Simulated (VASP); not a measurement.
Ta2H, 3 atoms in the cell. Symmetry: Pmm2, No. 25, orthorhombic system. The conventional cell has a = 3.213 Å, b = 3.380 Å, c = 3.427 Å, α = 90.00°, β = 90.00°, γ = 90.00°. Within 2.5 Å of Ta (site symmetry mm2) lie 2 H at 1.86 Å. Ta (site symmetry mm2) has 2 H at 1.89 Å within 2.5 Å. H (site symmetry mm2) has 4 Ta at 1.86 to 1.89 Å within 2.5 Å.  This cell differs from its parent crystal: uniaxial strain along a: -4.0 %.

| Property | Result |
| --- | --- |
| Program | VASP 6.6.1 |
| Task | single point |
| Functional | PBEsol |
| Potentials or basis | VASP PAW PBE potentials, release 64 (Ta_sv_GW, H) |
| Cutoff | 500 eV |
| k mesh | 12 × 12 × 12 |
| Occupations | gaussian, width 0.1 eV |
| Spin | no spin polarisation |
| Dipole correction | no |
| Further INCAR settings | ALGO = Normal; EDIFF = 1e-06; NBANDS = 20 |

Potentials or basis: VASP PAW PBE potentials, release 64 (Ta_sv_GW, H).

The run is started by

```bash
$ cat potpaw_PBE.64/Ta_sv_GW/POTCAR potpaw_PBE.64/H/POTCAR > POTCAR
$ mpirun -np 1 vasp_std > vasp.out
```

Hardware: 1 thread of Intel(R) Xeon(R) 6975P-C (Granite Rapids), on a shared host.

Q: Estimate the wall time of this run.

A: It took 3.9 min on 1 thread of Intel(R) Xeon(R) 6975P-C (Granite Rapids), with other jobs on the host, peak memory 0.34 GiB. Counts: scf iterations 18, k points 343.
